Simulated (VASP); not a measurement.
Write the native input for VASP 6.6.1 that does the following.

```yaml
Task: single point
Functional: HSE06
Potentials_or_basis: VASP PAW PBE potentials, release 64 (Mg, S)
Cutoff: 520 eV
k_mesh: 6 × 6 × 6
Occupations: gaussian, width 0.01 eV
Spin: no spin polarisation
Dipole_correction: no
Grid_for_exact_exchange_PRECFOCK: Normal
Further_INCAR_settings: ALGO = Normal; EDIFF = 1e-06; NBANDS = 11
Share_of_exact_exchange: 0.25
Screening_parameter: 0.2079 1/Å
```

MgS:

```
Mg S
1.0
     0.00000    2.71764    2.97501
     2.71764    0.00000    2.97501
     2.71764    2.71764    0.00000
Mg S
1 1
Direct
  0.00000 0.00000 0.00000
  0.25000 0.25000 0.25000
```

This cell differs from its parent crystal: epitaxial xy strain -4.0%.

The input as run:

POSCAR

```
MgS
1.0
    0.0000000000      2.7176417676      2.9750086881
    2.7176417676      0.0000000000      2.9750086881
    2.7176417676      2.7176417676      0.0000000000
Mg S
1 1
Direct
    0.0000000000      0.0000000000      0.0000000000
    0.2500000000      0.2500000000      0.2500000000
```

INCAR.step1

```
ALGO = Normal
EDIFF = 1E-5
ENCUT = 520
GGA = PE
ISIF = 2
ISMEAR = 0
LASPH = True
LCHARG = False
LREAL = False
LWAVE = True
NBANDS = 11
NELM = 60
PREC = Accurate
SIGMA = 0.01
```

INCAR.step2

```
ALGO = Normal
EDIFF = 1E-6
ENCUT = 520
GGA = PE
HFSCREEN = 0.2079
ISIF = 2
ISMEAR = 0
ISTART = 1
LASPH = True
LCHARG = False
LHFCALC = True
LREAL = False
LWAVE = False
NBANDS = 11
NELM = 60
PREC = Accurate
PRECFOCK = Normal
SIGMA = 0.01
```

KPOINTS

```
k-points
0
Gamma
  6 6 6
```

Potentials or basis: VASP PAW PBE potentials, release 64 (Mg, S).

Run with:

```bash
$ cat potpaw_PBE.64/Mg/POTCAR potpaw_PBE.64/S/POTCAR > POTCAR
$ cp INCAR.step1 INCAR
$ mpirun -np 1 vasp_std > vasp.out
$ cp INCAR.step2 INCAR
$ mpirun -np 1 vasp_std > vasp.out
```

Results of the run:

```json
{
  "Pressure": "1.6 GPa",
  "Band gap on the k mesh": "4.53 eV"
}
```

Caveat: the cell differs from its parent crystal (epitaxial xy strain -4.0%); the PAW data sets were made with another functional, which shifts forces and pressure a little.

Wall time 36 min on 1 thread of Intel Xeon 8259CL, on a shared host, peak memory 0.3 GiB.
